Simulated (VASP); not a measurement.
Set up this calculation in VASP 6.6.1, as the native input.

- Task: single point
- Functional: PBE
- Potentials or basis: VASP PAW PBE potentials, release 64 (Si, C)
- Cutoff: 520 eV
- k mesh: 1 × 1 × 9
- Occupations: gaussian, width 0.05 eV
- Spin: no spin polarisation
- Dipole correction: no
- Further INCAR settings: LREAL = Auto; ALGO = Normal; EDIFF = 1e-06; NBANDS = 66

The structure of SiC (flat sheet) lies in POSCAR:

```
SiC
1.0
   14.4000000000      0.0000000000      0.0000000000
    0.0000000000     14.7000000000      0.0000000000
    0.0000000000      0.0000000000      5.3220584130
Si C
12 12
Direct
    0.7046107431      0.5000000000      0.6673827249
    0.6023141256      0.6735994459      0.6673832014
    0.6772095006      0.6002274998      0.1673837669
    0.3976858744      0.6735994459      0.6673832014
    0.5000000000      0.7004456782      0.1673832116
    0.2953892569      0.5000000000      0.6673827249
    0.3227904994      0.6002274998      0.1673837669
    0.3976858744      0.3264005541      0.6673832014
    0.3227904994      0.3997725002      0.1673837669
    0.6023141256      0.3264005541      0.6673832014
    0.5000000000      0.2995543218      0.1673832116
    0.6772095006      0.3997725002      0.1673837669
    0.6857795167      0.6050735173      0.8326162652
    0.7145086273      0.5000000000      0.3326188026
    0.5000000000      0.7101419166      0.8326174338
    0.6072615092      0.6819943293      0.3326156801
    0.3142204833      0.6050735173      0.8326162652
    0.3927384908      0.6819943293      0.3326156801
    0.3142204833      0.3949264827      0.8326162652
    0.2854913727      0.5000000000      0.3326188026
    0.5000000000      0.2898580834      0.8326174338
    0.3927384908      0.3180056707      0.3326156801
    0.6857795167      0.3949264827      0.8326162652
    0.6072615092      0.3180056707      0.3326156801
```

The input as run:

INCAR

```
PREC = Accurate
ENCUT = 520
EDIFF = 1E-6
ISMEAR = 0
SIGMA = 0.05
LREAL = Auto
LASPH = T
NELM = 100
ALGO = Normal
ISIF = 2
LWAVE = F
LCHARG = T
GGA = PE
LELF = T
LVHAR = T
NBANDS = 66
```

KPOINTS

```
Automatic mesh
0
Gamma
  1 1 9
```

Potentials or basis: VASP PAW PBE potentials, release 64 (Si, C).

Launch:

```console
$ cat potpaw_PBE.64/Si/POTCAR potpaw_PBE.64/C/POTCAR > POTCAR
$ mpirun -np 1 vasp_std > vasp.out
```

It gave:

```
Largest force          : 0.019 eV/Å
Band gap on the k mesh : 0.72 eV, direct
```

It took 8.4 min on 1 thread of Intel(R) Xeon(R) 6975P-C (Granite Rapids), with other jobs on the host, peak memory 0.97 GiB.
